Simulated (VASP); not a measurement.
# TiSb3P4 (Im-3m) in VASP: further runs, part 2 of 2

VASP 6.6.1.

### 5 Single point, PBE

File INCAR:

```
ALGO     = Normal         # electronic algorithm
EDIFF    = 1E-6           # SCF threshold, eV
ENCUT    = 520            # plane-wave cutoff, eV
GGA      = PE             # functional
ISIF     = 2              # what is computed and relaxed
ISMEAR   = 0              # smearing method
LASPH    = True           # aspherical terms in the spheres
LCHARG   = False          # write CHGCAR
LREAL    = False          # projectors in reciprocal space
LWAVE    = False          # write WAVECAR
NBANDS   = 34             # bands
NELM     = 100            # most SCF steps
PREC     = Accurate       # precision mode
SIGMA    = 0.1            # smearing width, eV
```

File KPOINTS:

```
k-points
0
Gamma
  4 4 4
```

File POSCAR:

```
TiSb3P4
1.0
   -3.3711016199      3.3711016199      3.3711016199
    3.3711016199     -3.3711016199      3.3711016199
    3.3711016199      3.3711016199     -3.3711016199
Ti Sb P
1 3 4
Direct
    0.0000000000      0.0000000000      0.0000000000
    0.0000000000      0.5000000000      0.5000000000
    0.5000000000      0.0000000000      0.5000000000
    0.5000000000      0.5000000000      0.0000000000
    0.5000000000      0.5000000000      0.5000000000
    0.0000000000      0.0000000000      0.5000000000
    0.0000000000      0.5000000000      0.0000000000
    0.5000000000      0.0000000000      0.0000000000
```

Potentials or basis: VASP PAW PBE potentials, release 64 (Ti_sv, Sb, P).

Run with:

```bash
> cat potpaw_PBE.64/Ti_sv/POTCAR potpaw_PBE.64/Sb/POTCAR potpaw_PBE.64/P/POTCAR > POTCAR
> mpirun -np 1 vasp_std > vasp.out
```

OUTCAR:

```text
EDIFF = 1E-6
   ENCUT = 520
   GGA = PE
   ISIF = 2
   ISMEAR = 0
   LASPH = True
   LREAL = False
   NELM = 100
   PREC = Accurate

 ion  position               nearest neighbor table
   1  0.000  0.000  0.000-   5 2.92   6 2.92   7 2.92   8 2.92   6 2.92   7 2.92   8 2.92   5 2.92

   2  0.000  0.500  0.500-   5 2.92   6 2.92   7 2.92   8 2.92   7 2.92   6 2.92   5 2.92   8 2.92
                             3 3.37   4 3.37   3 3.37   4 3.37
   3  0.500  0.000  0.500-   5 2.92   6 2.92   7 2.92   8 2.92   8 2.92   5 2.92   6 2.92   7 2.92
                             4 3.37   2 3.37   2 3.37   4 3.37
   4  0.500  0.500  0.000-   5 2.92   6 2.92   7 2.92   8 2.92   5 2.92   8 2.92   7 2.92   6 2.92
                             3 3.37   2 3.37   2 3.37   3 3.37
   5  0.500  0.500  0.500-   1 2.92   2 2.92   3 2.92   4 2.92   4 2.92   3 2.92   2 2.92   1 2.92

   6  0.000  0.000  0.500-   1 2.92   2 2.92   3 2.92   4 2.92   1 2.92   2 2.92   3 2.92   4 2.92

   7  0.000  0.500  0.000-   1 2.92   2 2.92   3 2.92   4 2.92   2 2.92   1 2.92   4 2.92   3 2.92

   8  0.500  0.000  0.000-   1 2.92   2 2.92   3 2.92   4 2.92   3 2.92   4 2.92   1 2.92   2 2.92

  LATTYP: Found a body centered cubic cell.
 ALAT       =     6.7422032398

  Lattice vectors:

 A1 = (  -3.3711016199,   3.3711016199,   3.3711016199)
 A2 = (   3.3711016199,  -3.3711016199,   3.3711016199)
 A3 = (   3.3711016199,   3.3711016199,  -3.3711016199)

Analysis of symmetry for initial positions (statically):
=====================================================================
 Subroutine PRICEL returns:
 Original cell was already a primitive cell.

 Routine SETGRP: Setting up the symmetry group for a
 body centered cubic supercell.

 Subroutine GETGRP returns: Found 48 space group operations
 (whereof 48 operations were pure point group operations)
 out of a pool of 48 trial point group operations.

The static configuration has the point symmetry O_h .

[... 131 lines left out ...]
   LORBIT       =      0    0 simple, 1 ext, 2 COOP (PROOUT), +10 PAW based schemes
   GGA     = PE    functional components
   LHFCALC =     F    Hartree Fock is set to
   AEXX    =    0.0000 exact exchange contribution
   IVDW    =     0    specifies the selected vdW correction
   LEPSILON=     F    determine dielectric tensor
   LRPA    =     F    only Hartree local field effects (RPA)
 non-spin polarized calculation
 Gauss-broadening in eV      SIGMA  =   0.10
  energy-cutoff  :      520.00
  volume of cell :      153.24
 maximum number of plane-waves:      4196
 NGX is ok and might be reduce to    48
   NGX = 21   NGY = 21   NGZ = 21

 number of electron      46.9999995 magnetization

 Free energy of the ion-electron system (eV)
  ---------------------------------------------------
  ext. energy  EPLUGINS =         0.00000000
  ---------------------------------------------------
  free energy    TOTEN  =       -38.98252865 eV

  energy without entropy =      -38.94233175  energy(sigma->0) =      -38.96243020

 E-fermi :   9.4424     XC(G=0): -10.9404

 val. band max:        9.4270405506   @ k =   0.5000   0.5000   0.5000
 cond. band min:       9.4750708793   @ k =   0.2500   0.0000   0.0000
 fundamental gap:      0.0480303286
 Fermi energy:         9.4423658421

 k-point     1 :       0.0000    0.0000    0.0000
  band No.  band energies     occupation
      1     -48.4334      2.00000
      2     -24.6828      2.00000
      3     -24.6828      2.00000
      4     -24.6828      2.00000
      5      -5.0252      2.00000
      6      -0.5187      2.00000
[... 285 lines left out ...]
     33      10.9158      0.00000
     34      10.9158      0.00000

------------------------ aborting loop because EDIFF is reached ----------------------------------------

  FORCE on cell =-STRESS in cart. coord.  units (eV):
  Direction    XX          YY          ZZ          XY          YZ          ZX
  --------------------------------------------------------------------------------------
  -------------------------------------------------------------------------------------
  Total       -0.1652309     -0.1652309     -0.1652309      0.0000000     -0.0000000      0.0000000
  in kB       -1.7275332     -1.7275332     -1.7275332      0.0000000     -0.0000000      0.0000000
  external PRESSURE =      -1.7275332 kB  Pullay stress =       0.0000000 kB

 VOLUME and BASIS-vectors are now :
 -----------------------------------------------------------------------------
  energy-cutoff  :      520.00
  volume of cell :      153.24
      direct lattice vectors                 reciprocal lattice vectors
    -3.371101620  3.371101620  3.371101620     0.000000000  0.148319468  0.148319468
     3.371101620 -3.371101620  3.371101620     0.148319468  0.000000000  0.148319468
     3.371101620  3.371101620 -3.371101620     0.148319468  0.148319468  0.000000000

 POSITION                                       TOTAL-FORCE (eV/Angst)
 -----------------------------------------------------------------------------------
      0.00000      0.00000      0.00000         0.000000      0.000000     -0.000000
      3.37110      0.00000      0.00000        -0.000000      0.000000     -0.000000
      0.00000      3.37110      0.00000         0.000000      0.000000     -0.000000
      0.00000      0.00000      3.37110        -0.000000      0.000000      0.000000
      1.68555      1.68555      1.68555         0.000000     -0.000000      0.000000
      1.68555      1.68555     -1.68555        -0.000000      0.000000      0.000000
      1.68555     -1.68555      1.68555         0.000000     -0.000000      0.000000
     -1.68555      1.68555      1.68555        -0.000000     -0.000000     -0.000000
 -----------------------------------------------------------------------------------
    total drift:                                0.000000      0.000000     -0.000000

  FREE ENERGIE OF THE ION-ELECTRON SYSTEM (eV)
  ---------------------------------------------------
  free  energy   TOTEN  =       -38.9825286482 eV

  energy  without entropy=      -38.9423317494  energy(sigma->0) =      -38.96243020
```

OSZICAR:

```text
N       E                     dE             d eps       ncg     rms          rms(c)
DAV:   1     0.313337051563E+03    0.31334E+03   -0.18264E+04   552   0.122E+03
DAV:   2    -0.126640653050E+02   -0.32600E+03   -0.30696E+03   620   0.283E+02
DAV:   3    -0.422486606804E+02   -0.29585E+02   -0.27801E+02   832   0.817E+01
DAV:   4    -0.434142163222E+02   -0.11656E+01   -0.11315E+01   734   0.150E+01
DAV:   5    -0.434576751096E+02   -0.43459E-01   -0.43298E-01   788   0.281E+00    0.139E+01
DAV:   6    -0.503501972015E+02   -0.68925E+01   -0.43788E+01   760   0.304E+01    0.370E+01
DAV:   7    -0.401602295523E+02    0.10190E+02   -0.70097E+01   762   0.506E+01    0.920E+00
DAV:   8    -0.394833139701E+02    0.67692E+00   -0.35247E+00   644   0.699E+00    0.601E+00
DAV:   9    -0.389878958820E+02    0.49542E+00   -0.93946E-01   764   0.483E+00    0.136E+00
DAV:  10    -0.389846314011E+02    0.32645E-02   -0.62357E-02   742   0.125E+00    0.951E-01
DAV:  11    -0.389838529983E+02    0.77840E-03   -0.11994E-02   670   0.536E-01    0.534E-01
DAV:  12    -0.389839398963E+02   -0.86898E-04   -0.11837E-02   718   0.609E-01    0.381E-01
DAV:  13    -0.389825584361E+02    0.13815E-02   -0.32583E-03   724   0.310E-01    0.690E-02
DAV:  14    -0.389825322740E+02    0.26162E-04   -0.16996E-04   722   0.656E-02    0.319E-02
DAV:  15    -0.389825344393E+02   -0.21653E-05   -0.52249E-05   784   0.431E-02    0.270E-02
DAV:  16    -0.389825308931E+02    0.35461E-05   -0.48848E-06   590   0.131E-02    0.143E-02
DAV:  17    -0.389825288786E+02    0.20145E-05   -0.31194E-06   586   0.945E-03    0.144E-03
DAV:  18    -0.389825286482E+02    0.23041E-06   -0.30570E-07   346   0.303E-03
   1 F= -.38982529E+02 E0= -.38962430E+02  d E =-.401969E-01
```

stdout:

```text
POSCAR found type information on POSCAR TiSbP
 POSCAR found :  3 types and       8 ions
 scaLAPACK will be used
 LDA part: xc-table for (Slater+PW92), standard interpolation
 POSCAR, INCAR and KPOINTS ok, starting setup
 FFT: planning ... GRIDC
 FFT: planning ... GRID_SOFT
 FFT: planning ... GRID
 WAVECAR not read
 entering main loop
```

It took 36 s on 1 thread of Intel Xeon 6975P-C (Granite Rapids), shared host; peak memory 0.33 GiB.

What came out:

```
Free energy : -38.9825 eV
Pressure    : -0.2 GPa
```

Caveat: spin-orbit coupling is left out, which moves the levels of the heavy elements.

### 6 Summary

```csv
task,cell,k mesh,cutoff (eV),gap on the mesh (eV),pressure (GPa)
single point,"a = 5.841 Å, angles 109.5°, 8 atoms",8 × 8 × 8,520,none,-0.2
relaxation of cell and atoms,"relaxed from a = 5.839 Å, angles 109.5°, 8 atoms",8 × 8 × 8,600,none,0.1
single point,"a = 6.434 Å, angles 109.5°, 8 atoms",4 × 4 × 4,520,none,-12.9
single point,"a = 5.839 Å, angles 109.5°, 8 atoms",4 × 4 × 4,520,none,-0.2
```

Alike in all rows: level PBE; potentials or basis VASP PAW PBE potentials, release 64 (Ti_sv, Sb, P); no spin polarisation; smearing gaussian 0.1 eV.

Caveats: spin-orbit coupling is left out, which moves the levels of the heavy elements.

Absolute energies hang on the potentials; compare differences alone.
